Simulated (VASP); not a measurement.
Here is a VASP 6.6.1 calculation.

File INCAR:

```
  ALGO = Fast
  EDIFF = 1E-7
  ENCUT = 520
  GGA = PS
  ISIF = 2
  ISMEAR = 0
  LASPH = True
  LCHARG = False
  LREAL = False
  LWAVE = False
  NBANDS = 8
  NELM = 100
  PREC = Accurate
  SIGMA = 0.15
```

Contents of KPOINTS:

```
k-points
0
Gamma
  20 20 20
```

POSCAR

```
Al
1.0
    0.0000000000      2.0644596000      2.0239800000
    2.0239800000      0.0000000000      2.0239800000
    2.0239800000      2.0644596000      0.0000000000
Al
1
Direct
    0.0000000000      0.0000000000      0.0000000000
```

Potentials or basis: VASP PAW PBE potentials, release 64 (Al).

Command:

```bash
$ cat potpaw_PBE.64/Al/POTCAR > POTCAR
$ mpirun -np 1 vasp_std > vasp.out
```

(1) What does it give for the pressure?

## Answers

(1) -3.2 GPa.

Caveat: the cell differs from its parent crystal (strain +0.0200 x Voigt [0, 1, 0, 0, 0, 0]); the PAW data sets were made with another functional, which shifts forces and pressure a little.
